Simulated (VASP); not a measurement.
Wanted: the native input for a VASP 6.6.1 run.

| Quantity | Value |
| --- | --- |
| Task | relaxation of cell and atoms |
| Functional | r2SCAN |
| Potentials or basis | VASP PAW PBE potentials, release 64 (Ge_d) |
| Cutoff | 600 eV |
| k mesh | 8 × 8 × 8 |
| Occupations | gaussian, width 0.1 eV |
| Spin | no spin polarisation |
| Target pressure | 9.8 GPa |
| Dipole correction | no |
| Further INCAR settings | ALGO = Normal; EDIFF = 1e-06; IBRION = 2; EDIFFG = -0.05; NSW = 80; ISIF = 3 |

The system is Ge.

```
CELL_PARAMETERS angstrom
-2.57449 2.57449 1.39741
2.57449 -2.57449 1.39741
2.57449 2.57449 -1.39741
ATOMIC_POSITIONS crystal
Ge 0.25000 0.75000 0.50000
Ge 0.50000 0.50000 0.00000
```

The input as run:

POSCAR

```
Ge
1.0
   -2.5744897190      2.5744897190      1.3974126432
    2.5744897190     -2.5744897190      1.3974126432
    2.5744897190      2.5744897190     -1.3974126432
Ge
2
Direct
    0.2500000000      0.7500000000      0.5000000000
    0.5000000000      0.5000000000      0.0000000000
```

INCAR.step1

```
SYSTEM = Ge
ALGO     = Normal         ! electronic algorithm
EDIFF    = 1E-4           ! SCF threshold, eV
ENCUT    = 600            ! plane-wave cutoff, eV
GGA      = PE             ! functional
ISMEAR   = 0              ! smearing method
LASPH    = .True.         ! aspherical terms in the spheres
LCHARG   = .False.        ! write CHGCAR
LREAL    = .False.        ! projectors in reciprocal space
LWAVE    = .True.         ! write WAVECAR
NELM     = 80             ! most SCF steps
PREC     = Accurate       ! precision mode
SIGMA    = 0.1            ! smearing width, eV
```

INCAR.step2

```
SYSTEM = Ge
ALGO     = Normal         ! electronic algorithm
EDIFF    = 1E-6           ! SCF threshold, eV
EDIFFG   = -0.05          ! ionic threshold
ENCUT    = 600            ! plane-wave cutoff, eV
IBRION   = 2              ! ionic algorithm
ISIF     = 3              ! what is computed and relaxed
ISMEAR   = 0              ! smearing method
ISTART   = 1            
LASPH    = .True.         ! aspherical terms in the spheres
LCHARG   = .False.        ! write CHGCAR
LMIXTAU  = .True.       
LREAL    = .False.        ! projectors in reciprocal space
LWAVE    = .False.        ! write WAVECAR
METAGGA  = R2SCAN         ! meta-GGA
NELM     = 80             ! most SCF steps
NSW      = 80             ! ionic steps
PREC     = Accurate       ! precision mode
PSTRESS  = 98.0         
SIGMA    = 0.1            ! smearing width, eV
```

KPOINTS

```
k-points
0
Gamma
  8 8 8
  0 0 0
```

Potentials or basis: VASP PAW PBE potentials, release 64 (Ge_d).

Launch:

```sh
$ cat potpaw_PBE.64/Ge_d/POTCAR > POTCAR
$ cp INCAR.step1 INCAR
$ mpirun -np 1 vasp_std > vasp.out
$ cp INCAR.step2 INCAR
$ mpirun -np 1 vasp_std > vasp.out
```

It gave:

```json
{"Relaxed volume": "16.81 Å³/atom", "Relaxed cell": "a = 3.740 Å, b = 3.740 Å, c = 3.740 Å, α = 98.01°, β = 98.01°, γ = 136.16°", "Space group after relaxing (to 0.05 Å)": "I4_1/amd (No. 141)", "Energy change on relaxing (the enthalpy is what falls)": "+39.7 meV/atom", "Ionic steps": "5", "Pressure after relaxing": "10.1 GPa", "Band gap on the k mesh": "zero (band 14 reaches 10.35 eV, above the bottom of band 15 at 4.80 eV)"}
```

Caveat: the cell is relaxed towards a set pressure, so the enthalpy falls and the energy may rise; the PAW data sets were made with another functional, which shifts forces and pressure a little.

Run time: 4.6 min on 1 thread of Intel(R) Xeon(R) 6975P-C (Granite Rapids), with other jobs on the host, peak memory 0.21 GiB.
